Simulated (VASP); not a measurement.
# ScHO2 (R-3m) in VASP: notebook

The runs below take ScHO2 through single point, relaxation of cell and atoms, with LDA.

Everything below comes from runs of VASP 6.6.1. Logs are shortened: lines on timing, memory, paths and dates and some standing lists are left out, and cuts for length are marked.

## (1) The cell of the first run

The structure is trigonal, space group R-3m (No. 166). Conventional cell: a = 3.166 Å, b = 3.166 Å, c = 13.369 Å, α = 90.00°, β = 90.00°, γ = 120.00°. Within 2.9 Å of Sc (site symmetry -3m) lie 6 O at 2.09 Å and 6 H at 2.88 Å. H (site symmetry -3m) has 2 O at 1.21 Å within 1.6 Å. Within 1.6 Å of O (site symmetry 3m) lie 1 H at 1.21 Å.

## (2) Single point, LDA

The input, INCAR:

```
PREC = Accurate ; ENCUT = 520
EDIFF = 1E-6 ; ISMEAR = 0
SIGMA = 0.1 ; LREAL = False
LASPH = True ; NELM = 80
ALGO = Normal ; ISIF = 2
LWAVE = False ; LCHARG = False
NBANDS = 20
```

The input, KPOINTS:

```
Automatic mesh
0
Gamma
  6 6 6
```

The input, POSCAR:

```
ScHO2
1.0
    1.5830595319      0.9139798469      4.4563462091
   -1.5830595319      0.9139798469      4.4563462091
    0.0000000000     -1.8279596938      4.4563462091
Sc H O
1 1 2
Direct
    0.0000000000      0.0000000000      0.0000000000
    0.5000000000      0.5000000000      0.5000000000
    0.5903039462      0.5903039462      0.5903039462
    0.4096960538      0.4096960538      0.4096960538
```

Potentials or basis: VASP PAW LDA potentials, release 64 (Sc_sv, H, O).

Launch:

```bash
$ cat potpaw_LDA.64/Sc_sv/POTCAR potpaw_LDA.64/H/POTCAR potpaw_LDA.64/O/POTCAR > POTCAR
$ mpirun -np 1 vasp_std > vasp.out
```

OUTCAR:

```text
PREC = Accurate
   ENCUT = 520
   EDIFF = 1E-6
   ISMEAR = 0
   LREAL = False
   LASPH = True
   NELM = 80
   ISIF = 2

 ion  position               nearest neighbor table
   1  0.000  0.000  0.000-   3 2.09   3 2.09   4 2.09   4 2.09   3 2.09   4 2.09
   2  0.500  0.500  0.500-   3 1.21   4 1.21
   3  0.590  0.590  0.590-   2 1.21   1 2.09   1 2.09   1 2.09
   4  0.410  0.410  0.410-   2 1.21   1 2.09   1 2.09   1 2.09

  LATTYP: Found a trigonal (rhomboedric) cell.
 ALAT       =     4.8166853932
 COS(alpha) =     0.7839631043

  Lattice vectors:

 A1 = (   1.5830595319,   0.9139798469,   4.4563462091)
 A2 = (  -1.5830595319,   0.9139798469,   4.4563462091)
 A3 = (   0.0000000000,  -1.8279596938,   4.4563462091)

Analysis of symmetry for initial positions (statically):
=====================================================================
 Subroutine PRICEL returns:
 Original cell was already a primitive cell.

 Routine SETGRP: Setting up the symmetry group for a
 trigonal (rhombohedral) supercell.

 Subroutine GETGRP returns: Found 12 space group operations
 (whereof 12 operations were pure point group operations)
 out of a pool of 12 trial point group operations.

The static configuration has the point symmetry D_3d.

Analysis of symmetry for dynamics (positions and initial velocities):
=====================================================================
 Subroutine PRICEL returns:
 Original cell was already a primitive cell.

 Routine SETGRP: Setting up the symmetry group for a
 trigonal (rhombohedral) supercell.

 Subroutine GETGRP returns: Found 12 space group operations
 (whereof 12 operations were pure point group operations)
 out of a pool of 12 trial point group operations.

The dynamic configuration has the point symmetry D_3d.

 Subroutine INISYM returns: Found 12 space group operations
 (whereof 12 operations are pure point group operations),
 and found     1 'primitive' translations

----------------------------------------------------------------------------------------

                                     Primitive cell

  volume of cell :      38.6869

  direct lattice vectors                    reciprocal lattice vectors
     1.583059532  0.913979847  4.456346209     0.315844092  0.182352671  0.074799694
    -1.583059532  0.913979847  4.456346209    -0.315844092  0.182352671  0.074799694
     0.000000000 -1.827959694  4.456346209     0.000000000 -0.364705343  0.074799694

  length of vectors
     4.816685393  4.816685393  4.816685393     0.372296899  0.372296899  0.372296899

  position of ions in fractional coordinates (direct lattice)
     0.000000000  0.000000000  0.000000000
     0.500000000  0.500000000  0.500000000
     0.590303946  0.590303946  0.590303946
     0.409696054  0.409696054  0.409696054

  ion indices of the primitive-cell ions
   primitive index   ion index
                 1           1
                 2           2
                 3           3
                 4           4

----------------------------------------------------------------------------------------

 KPOINTS: Automatic mesh

Automatic generation of k-mesh.
 Grid dimensions read from file:
 generate k-points for:    6    6    6

 Generating k-lattice:

  Cartesian coordinates                     Fractional coordinates (reciprocal lattice)
     0.052640682  0.030392112  0.012466616     0.166666667 -0.000000000  0.000000000
    -0.052640682  0.030392112  0.012466616    -0.000000000  0.166666667  0.000000000
     0.000000000 -0.060784224  0.012466616     0.000000000  0.000000000  0.166666667

  Length of vectors
     0.062049483  0.062049483  0.062049483

  Shift w.r.t. Gamma in fractional coordinates (k-lattice)
     0.000000000  0.000000000  0.000000000

 Subroutine IBZKPT returns following result:
 ===========================================

 Found     32 irreducible k-points:

 Following reciprocal coordinates:
            Coordinates               Weight
  0.000000  0.000000  0.000000      1.000000
  0.166667 -0.000000  0.000000      6.000000
  0.333333 -0.000000  0.000000      6.000000
  0.500000  0.000000  0.000000      3.000000
  0.166667  0.166667  0.000000      6.000000
  0.333333  0.166667  0.000000     12.000000
[... 16 lines left out ...]
  0.500000  0.500000  0.166667      6.000000
 -0.333333  0.500000  0.166667     12.000000
 [... further k-points ...]
   k-points           NKPTS =     32   k-points in BZ     NKDIM =     32   number of bands    NBANDS=     20
   number of dos      NEDOS =    301   number of ions     NIONS =      4
   total plane-waves  NPLWV =  46656
   dimension x,y,z NGX =    36 NGY =   36 NGZ =   36
   dimension x,y,z NGXF=    72 NGYF=   72 NGZF=   72
   ions per type =               1   1   2
   NGX,Y,Z   is equivalent  to a cutoff of  12.43, 12.43, 12.43 a.u.
   NGXF,Y,Z  is equivalent  to a cutoff of  24.85, 24.85, 24.85 a.u.
 SYSTEM =  unknown system
   PREC   = accura    normal or accurate (medium, high low for compatibility)
   ISTART =      0    job   : 0-new  1-cont  2-samecut
   ICHARG =      2    charge: 1-file 2-atom 10-const
   ISPIN  =      1    spin polarized calculation?
   LNONCOLLINEAR =      F non collinear calculations
   LSORBIT =      F    spin-orbit coupling
   LASPH  =      T    aspherical Exc in radial PAW
   ENCUT  =  520.0 eV  38.22 Ry    6.18 a.u.   8.96  8.96  8.96*2*pi/ulx,y,z
   NELM   =     80;   NELMIN=  2; NELMDL= -5     # of ELM steps
   EDIFF  = 0.1E-05   stopping-criterion for ELM
   LREAL  =      F    real-space projection
   EDIFFG = 0.1E-04   stopping-criterion for IOM
   NSW    =      0    number of steps for IOM
   IBRION =     -1    ionic relax: 0-MD 1-quasi-New 2-CG
   NFREE  =      0    steps in history (QN), initial steepest desc. (CG)
   ISIF   =      2    stress and relaxation
   ISYM   =      2    0-nonsym 1-usesym 2-fastsym
   POTIM  = 0.5000    time-step for ionic-motion
   TEBEG  =    0.0;   TEEND  =   0.0 temperature during run
   PSTRESS=    0.0 pullay stress
   NELECT =      24.0000    total number of electrons
   NUPDOWN=      -1.0000    fix difference up-down
   EMIN   =  10.00;   EMAX   =-10.00  energy-range for DOS
   EFERMI =   0.00;   METHOD = LEGACY
   ISMEAR =     0;   SIGMA  =   0.10  broadening in eV -4-tet -1-fermi 0-gaus
   EFERMI_NEDOS =   21; number of points for ismear=-14 and -15
   IALGO  =     38    algorithm
   IMIX   =      4    mixing-type and parameters
     AMIX     =   0.40;   BMIX     =  1.00
     AMIX_MAG =   1.60;   BMIX_MAG =  1.00
  volume/ion in A,a.u.               =       9.67        65.27
  Fermi-wavevector in a.u.,A,eV,Ry     =   1.396231  2.638494 26.524022  1.949461
  Thomas-Fermi vector in A             =   2.519605
   LORBIT       =      0    0 simple, 1 ext, 2 COOP (PROOUT), +10 PAW based schemes
   GGA     = CA    functional components
   LHFCALC =     F    Hartree Fock is set to
   AEXX    =    0.0000 exact exchange contribution
   IVDW    =     0    specifies the selected vdW correction
   LEPSILON=     F    determine dielectric tensor
   LRPA    =     F    only Hartree local field effects (RPA)
 non-spin polarized calculation
 Gauss-broadening in eV      SIGMA  =   0.10
  energy-cutoff  :      520.00
  volume of cell :       38.69
 maximum number of plane-waves:      1053
   NGX = 17   NGY = 17   NGZ = 17

 number of electron      24.0000003 magnetization

 Free energy of the ion-electron system (eV)
  ---------------------------------------------------
  ext. energy  EPLUGINS =         0.00000000
  ---------------------------------------------------
  free energy    TOTEN  =       -32.37942266 eV

  energy without entropy =      -32.37942266  energy(sigma->0) =      -32.37942266

 E-fermi :   1.9550     XC(G=0): -11.0049

 val. band max:        1.4243334220   @ k =  -0.1667   0.1667   0.0000
 cond. band min:       5.4873645710   @ k =   0.5000   0.5000   0.0000
 fundamental gap:      4.0630311491
 Fermi energy:         1.9550292318

 k-point     1 :       0.0000    0.0000    0.0000
  band No.  band energies     occupation
      1     -44.9726      2.00000
      2     -24.1522      2.00000
      3     -23.7332      2.00000
      4     -23.7332      2.00000
      5     -16.0777      2.00000
      6     -13.5608      2.00000
[... 12 lines left out ...]
     19      12.4772      0.00000
     20      16.7100      0.00000

 k-point     2 :       0.1667   -0.0000    0.0000
  band No.  band energies     occupation
      1     -44.9521      2.00000
      2     -24.1050      2.00000
      3     -23.9371      2.00000
      4     -23.7660      2.00000
      5     -15.7885      2.00000
      6     -13.7447      2.00000
[... 12 lines left out ...]
     19      13.7350      0.00000
     20      16.7022      0.00000

 k-point     3 :       0.3333   -0.0000    0.0000
  band No.  band energies     occupation
      1     -44.9109      2.00000
      2     -24.3246      2.00000
      3     -23.9949      2.00000
      4     -23.8308      2.00000
      5     -15.2141      2.00000
      6     -14.1194      2.00000
[... 12 lines left out ...]
     19      14.1834      0.00000
     20      15.6420      0.00000

 k-point     4 :       0.5000    0.0000    0.0000
  band No.  band energies     occupation
      1     -44.8902      2.00000
      2     -24.5005      2.00000
      3     -23.9428      2.00000
      4     -23.8628      2.00000
      5     -14.9019      2.00000
      6     -14.3333      2.00000
[... 12 lines left out ...]
     19      12.8246      0.00000
     20      16.0002      0.00000

 k-point     5 :       0.1667    0.1667    0.0000
  band No.  band energies     occupation
      1     -44.9521      2.00000
      2     -24.1060      2.00000
      3     -23.9368      2.00000
      4     -23.7662      2.00000
      5     -15.7754      2.00000
      6     -13.7691      2.00000
[... 12 lines left out ...]
     19      13.4668      0.00000
     20      16.5055      0.00000

 k-point     6 :       0.3333    0.1667    0.0000
  band No.  band energies     occupation
      1     -44.9213      2.00000
      2     -24.1858      2.00000
      3     -24.0357      2.00000
      4     -23.8508      2.00000
      5     -15.4002      2.00000
      6     -13.9742      2.00000
[... 12 lines left out ...]
     19      14.3193      0.00000
     20      15.6409      0.00000

 k-point     7 :       0.5000    0.1667    0.0000
  band No.  band energies     occupation
      1     -44.8902      2.00000
      2     -24.3960      2.00000
      3     -23.9852      2.00000
      4     -23.9367      2.00000
      5     -15.0690      2.00000
      6     -14.1269      2.00000
[... 12 lines left out ...]
     19      13.5360      0.00000
     20      14.9962      0.00000
[... 277 lines left out ...]
 k-point    20 :       0.5000    0.3333    0.1667
  band No.  band energies     occupation
      1     -44.9211      2.00000
      2     -24.1816      2.00000
      3     -24.0432      2.00000
      4     -23.8511      2.00000
      5     -15.3181      2.00000
      6     -14.0995      2.00000
[... 12 lines left out ...]
     19      13.5121      0.00000
     20      15.6448      0.00000

 k-point    21 :      -0.3333    0.3333    0.1667
  band No.  band energies     occupation
      1     -44.8902      2.00000
      2     -24.3906      2.00000
      3     -23.9873      2.00000
      4     -23.9382      2.00000
      5     -15.2371      2.00000
      6     -13.9392      2.00000
[... 12 lines left out ...]
     19      13.5567      0.00000
     20      15.3282      0.00000

 k-point    22 :      -0.1667    0.3333    0.1667
  band No.  band energies     occupation
      1     -44.8902      2.00000
      2     -24.3921      2.00000
      3     -23.9861      2.00000
      4     -23.9361      2.00000
      5     -15.2759      2.00000
      6     -13.8781      2.00000
[... 12 lines left out ...]
     19      13.0272      0.00000
     20      15.5829      0.00000

 k-point    23 :       0.5000    0.5000    0.1667
  band No.  band energies     occupation
      1     -44.9108      2.00000
      2     -24.3129      2.00000
      3     -24.0041      2.00000
      4     -23.8314      2.00000
      5     -15.4545      2.00000
      6     -13.8585      2.00000
[... 12 lines left out ...]
     19      13.6450      0.00000
     20      14.6630      0.00000

 k-point    24 :      -0.3333    0.5000    0.1667
  band No.  band energies     occupation
      1     -44.8902      2.00000
      2     -24.3860      2.00000
      3     -23.9889      2.00000
      4     -23.9386      2.00000
      5     -15.3827      2.00000
      6     -13.7627      2.00000
[... 12 lines left out ...]
     19      13.8765      0.00000
     20      15.0514      0.00000

 [... further k-points ...]

------------------------ aborting loop because EDIFF is reached ----------------------------------------

  FORCE on cell =-STRESS in cart. coord.  units (eV):
  Direction    XX          YY          ZZ          XY          YZ          ZX
  --------------------------------------------------------------------------------------
  -------------------------------------------------------------------------------------
  Total        0.2362424      0.2362424      0.2259289      0.0000000      0.0000000     -0.0000000
  in kB        9.7837281      9.7837281      9.3566051      0.0000000      0.0000000     -0.0000000
  external PRESSURE =       9.6413537 kB  Pullay stress =       0.0000000 kB

 VOLUME and BASIS-vectors are now :
 -----------------------------------------------------------------------------
  energy-cutoff  :      520.00
  volume of cell :       38.69
      direct lattice vectors                 reciprocal lattice vectors
     1.583059532  0.913979847  4.456346209     0.315844092  0.182352671  0.074799694
    -1.583059532  0.913979847  4.456346209    -0.315844092  0.182352671  0.074799694
     0.000000000 -1.827959694  4.456346209     0.000000000 -0.364705343  0.074799694

 POSITION                                       TOTAL-FORCE (eV/Angst)
 -----------------------------------------------------------------------------------
      0.00000      0.00000      0.00000         0.000000      0.000000      0.000000
      0.00000      0.00000      6.68452        -0.000000      0.000000      0.000000
      0.00000      0.00000      7.89180         0.000000      0.000000     -0.080953
      0.00000      0.00000      5.47724         0.000000     -0.000000      0.080953
 -----------------------------------------------------------------------------------
    total drift:                                0.000000     -0.000000      0.000000

  FREE ENERGIE OF THE ION-ELECTRON SYSTEM (eV)
  ---------------------------------------------------
  free  energy   TOTEN  =       -32.3794226550 eV

  energy  without entropy=      -32.3794226550  energy(sigma->0) =      -32.37942266
```

It took 37 s on 1 thread of Intel Xeon Platinum 8375C at 2.90GHz (Ice Lake), shared host; peak memory 0.18 GiB.

What came out:

```yaml
Free_energy: -32.3794 eV
Pressure: 1.0 GPa
Largest_force: 0.081 eV/Å
Band_gap_on_the_k_mesh: 4.06 eV (least direct gap 4.46 eV)
```

Forces on the atoms (eV/Å):
```
Sc   0.000  0.000  0.000
H    0.000  0.000  0.000
O    0.000  0.000 -0.081
O    0.000  0.000  0.081
```

A k mesh can miss the band edges.

## (3) Relaxation of cell and atoms, LDA

This run uses another cell than the first one, of 10.25 Å³/atom.

The input, INCAR:

```
SYSTEM = ScHO2
ALGO = Normal
EDIFF = 1E-6
EDIFFG = -0.05
ENCUT = 600
GGA = CA
IBRION = 2
ISIF = 3
ISMEAR = 0
LASPH = .TRUE.
LCHARG = .FALSE.
LREAL = .FALSE.
LWAVE = .FALSE.
NELM = 80
NSW = 100
PREC = Accurate
SIGMA = 0.1
```

The input, KPOINTS:

```
k-points
0
G
  6 6 6
  0 0 0
```

The input, POSCAR:

```
ScHO2
1.0
    1.6165890435      0.9333381194      4.5309241552
   -1.6165890435      0.9333381194      4.5309241552
    0.0000000000     -1.8666762389      4.5309241552
Sc H O
1 1 2
Direct
    0.0000000000      0.0000000000      0.0000000000
    0.5000000000      0.5000000000      0.5000000000
    0.5897010000      0.5897010000      0.5897010000
    0.4102990000      0.4102990000      0.4102990000
```

Potentials or basis: VASP PAW LDA potentials, release 64 (Sc_sv, H, O).

Launch:

```bash
$ cat potpaw_LDA.64/Sc_sv/POTCAR potpaw_LDA.64/H/POTCAR potpaw_LDA.64/O/POTCAR > POTCAR
$ mpirun -np 1 vasp_std > vasp.out
```

Run time: 2.5 min. Hardware: 1 thread of Intel Xeon Platinum 8375C at 2.90GHz (Ice Lake), shared host; peak memory 0.21 GiB.

The run converged. Its results:

| Item | Value |
| --- | --- |
| Free energy | -32.3929 eV |
| Relaxed volume | 9.70 Å³/atom |
| Relaxed cell | a = 4.815 Å, b = 4.815 Å, c = 4.815 Å, α = 38.46°, β = 38.46°, γ = 38.46° |
| Space group after relaxing (to 0.1 Å) | R-3m (No. 166) |
| Energy gained by relaxing | 16.4 meV/atom |
| Ionic steps | 6 |
| Pressure after relaxing | 0.2 GPa |
| Largest force after relaxing | 0.009 eV/Å |
| Band gap on the k mesh | 4.05 eV (least direct gap 4.44 eV) |

Forces on the atoms (eV/Å):
```
Sc   0.000  0.000  0.000
H    0.000  0.000  0.000
O    0.000  0.000 -0.009
O    0.000  0.000  0.009
```

Stress tensor (GPa, compression positive):
```
-0.09  0.00  0.00
 0.00 -0.09  0.00
 0.00  0.00  0.74
```

The path:
```csv
step,energy change (eV),largest force (eV/Å),pressure (GPa),volume (Å³)
1,0.0000,0.3778,-8.82,41.02
2,-0.0414,0.5067,5.70,37.76
3,-0.0651,0.1448,-0.30,38.93
4,-0.0651,0.1556,-0.10,38.89
5,-0.0656,0.0663,0.33,38.77
6,-0.0658,0.0091,0.19,38.81
```

Final structure:
```cif
data_structure
_symmetry_space_group_name_H-M 'P 1'
_symmetry_Int_Tables_number 1
_cell_length_a 4.8151
_cell_length_b 4.8151
_cell_length_c 4.8151
_cell_angle_alpha 38.465
_cell_angle_beta 38.465
_cell_angle_gamma 38.465
_cell_volume 38.81
loop_
_atom_site_label
_atom_site_type_symbol
_atom_site_fract_x
_atom_site_fract_y
_atom_site_fract_z
_atom_site_occupancy
Sc1 Sc 0.00000 0.00000 0.00000 1
H1 H 0.50000 0.50000 0.50000 1
O1 O 0.59023 0.59023 0.59023 1
O2 O 0.40977 0.40977 0.40977 1
```

Levels at points of the mesh, in eV from the valence-band top:
| k point | band 9 | band 10 | band 11 | band 12 | band 13 | band 14 | band 15 | band 16 |
| --- | --- | --- | --- | --- | --- | --- | --- | --- |
| (0.00, 0.00, 0.00) | -2.42 | -0.54 | -0.54 | -0.15 | 4.73 | 4.96 | 4.96 | 6.38 |
| (0.50, 0.00, 0.00) | -2.21 | -1.34 | -1.28 | -0.78 | 4.43 | 5.77 | 6.22 | 8.16 |
| (0.50, 0.50, 0.00) | -2.56 | -1.77 | -1.28 | -0.71 | 4.05 | 5.89 | 6.24 | 7.71 |
| (0.50, 0.50, 0.50) | -2.70 | -2.70 | -0.07 | -0.07 | 4.99 | 4.99 | 5.89 | 7.16 |
